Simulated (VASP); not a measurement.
**Ga3Se: single point with PBE**

Ga3Se:

```
CELL_PARAMETERS angstrom
4.40843 0.00000 0.00000
0.00000 4.40843 0.00000
0.00000 0.00000 4.40843
ATOMIC_POSITIONS crystal
Ga 0.00000 0.50000 0.50000
Ga 0.50000 0.00000 0.50000
Ga 0.50000 0.50000 0.00000
Se 0.00000 0.00000 0.00000
```

| Item | Value |
| --- | --- |
| Program | VASP 6.6.1 |
| Task | single point |
| Functional | PBE |
| Potentials or basis | VASP PAW PBE potentials, release 64 (Ga_d, Se) |
| Cutoff | 520 eV |
| k mesh | 10 × 10 × 10 |
| Occupations | gaussian, width 0.1 eV |
| Spin | no spin polarisation |

```
Pressure : 0.2 GPa
```

Levels at points of the mesh, in eV from the Fermi level:
```
           k point  band 19  band 20  band 21  band 22  band 23  band 24  band 25  band 26
(0.00, 0.00, 0.00)    -3.79    -3.79    -2.81    -2.81     1.63     1.63     1.63     4.46
(0.50, 0.00, 0.00)    -2.84    -2.84    -2.10    -1.06    -0.27    -0.27     1.16     4.08
(0.50, 0.50, 0.00)    -6.43    -2.20    -0.79    -0.68    -0.68     1.41     1.67     1.67
(0.50, 0.50, 0.50)    -5.07    -4.95    -4.95    -4.95    -3.54     4.04     4.04     4.04
```

It took 99 s on 1 thread of AMD EPYC 9R45 (Zen 5), on a shared host, peak memory 0.23 GiB.
